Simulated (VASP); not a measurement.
Here is a VASP 6.6.1 calculation.

The input INCAR:

```
SYSTEM = Li
  PREC = Accurate
  ENCUT = 600
  EDIFF = 1E-6
  ISMEAR = -1
  SIGMA = 0.05
  LREAL = .FALSE.
  LASPH = .TRUE.
  NELM = 60
  ALGO = Normal
  ISIF = 3
  LWAVE = .FALSE.
  LCHARG = .FALSE.
  GGA = PS
  IBRION = 2
  NSW = 80
  EDIFFG = -0.03
```

The input KPOINTS:

```
Automatic mesh
0
G
  9 9 9
  0 0 0
```

Contents of POSCAR:

```
Li
1.0
   -1.7546500000      1.7546500000      1.7546500000
    1.7546500000     -1.7546500000      1.7546500000
    1.7546500000      1.7546500000     -1.7546500000
Li
1
Direct
    0.0000000000      0.0000000000      0.0000000000
```

Potentials or basis: VASP PAW PBE potentials, release 64 (Li_sv).

Command:

```bash
$ cat potpaw_PBE.64/Li_sv/POTCAR > POTCAR
$ mpirun -np 1 vasp_std > vasp.out
```

**Question.** Predict the space group after relaxing (to 0.05 Å).

**Answer.** Im-3m (No. 229).

**Question.** Predict the relaxed cell.

**Answer.** a = 2.977 Å, b = 2.977 Å, c = 2.977 Å, α = 109.47°, β = 109.47°, γ = 109.47°.

**Question.** Predict the relaxed volume.

**Answer.** 20.32 Å³/atom.

The path:
```tsv
step	energy change (eV)	largest force (eV/Å)	pressure (GPa)	volume (Å³)
1	0.0000	0.0000	-0.91	21.61
2	-0.0019	0.0000	-0.72	21.23
3	-0.0046	0.0000	-0.21	20.32
```

Caveat: the cutoff is under 1.25 times the usual one of these potentials, so pressure, stress and relaxed cells hold a basis-set (Pulay) error; the PAW data sets were made with another functional, which shifts forces and pressure a little.
